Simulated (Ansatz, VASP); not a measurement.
## AlN in VASP and in Ansatz

File INCAR:

```
SYSTEM = AlN
PREC = Accurate
ENCUT = 520
EDIFF = 1E-6
ISMEAR = -1
SIGMA = 0.02
LREAL = .False.
LASPH = .True.
NELM = 80
ALGO = Normal
ISIF = 2
LWAVE = .False.
LCHARG = .False.
GGA = PE
NBANDS = 11
```

The input KPOINTS:

```
regular mesh
0
Gamma
  10 10 10
  0 0 0
```

The input POSCAR:

```
AlN
1.0
   -0.0395600000      1.9582200000      1.9582200000
    1.9582200000     -0.0395600000      1.9582200000
    1.9582200000      1.9582200000     -0.0395600000
Al N
1 1
Direct
    0.0000000000      0.0000000000      0.0000000000
    0.5000000000      0.5000000000      0.5000000000
```

Input for Ansatz:

```yaml
crystal:
  lattice:
    - [-0.03956, 1.95822, 1.95822]
    - [1.95822, -0.03956, 1.95822]
    - [1.95822, 1.95822, -0.03956]
  atoms:
    - { symbol: Al, position: [0.0, 0.0, 0.0] }
    - { symbol: "N", position: [0.5, 0.5, 0.5] }
kpoints:
  mp_grid: { grid: [10, 10, 10] }
  band_path:
    path:
      - [0.0, 0.0, 0.0]
      - [0.5, 0.5, 0.5]
      - [0.2551801333, 0.5, 0.7448198667]
      - [-0.2551801333, 0.2551801333, 0.5]
      - [0.0, 0.0, 0.5]
      - [0.0, 0.0, 0.0]
      - [-0.3775900666, 0.0, 0.3775900666]
      - [0.0, 0.3775900666, 0.6224099334]
      - [0.0, 0.5, 0.5]
    npoints: 5
scf:
  occupations: { method: fermi_dirac, width: 0.02 }
hamiltonian:
  xc: pbe
  pseudopotentials: { kind: all_electron, lapw: { basis_error: 0.001 } }
output:
  forces: true
  stress: true
  eigenvalues: true
```

Change from the starting cell: equal xy, yz and zx shear strains of -2 %.

Alike in both runs: task single point; functional PBE; k mesh 10 × 10 × 10; occupations fermi-dirac, width 0.02 eV; no spin polarisation.

|  | VASP | Ansatz |
| --- | --- | --- |
| version | VASP 6.6.1 | Ansatz 0.2.0 |
| potentials or method | VASP PAW PBE potentials, release 64 (Al, N), cutoff 520 eV | all-electron LAPW, scalar-relativistic |

|  | VASP | Ansatz | Ansatz less VASP |
| --- | --- | --- | --- |
| gap on the k mesh at the Fermi level (eV) | 4.60 | 4.60 | +0.007 |
| pressure (GPa) | 25.4 | 25.7 | +0.29 |
| traceless stress, the component that is largest in VASP (GPa) | 6.68 | 6.67 | -0.006 |

Ansatz ran all-electron here, and VASP with PAW potentials.
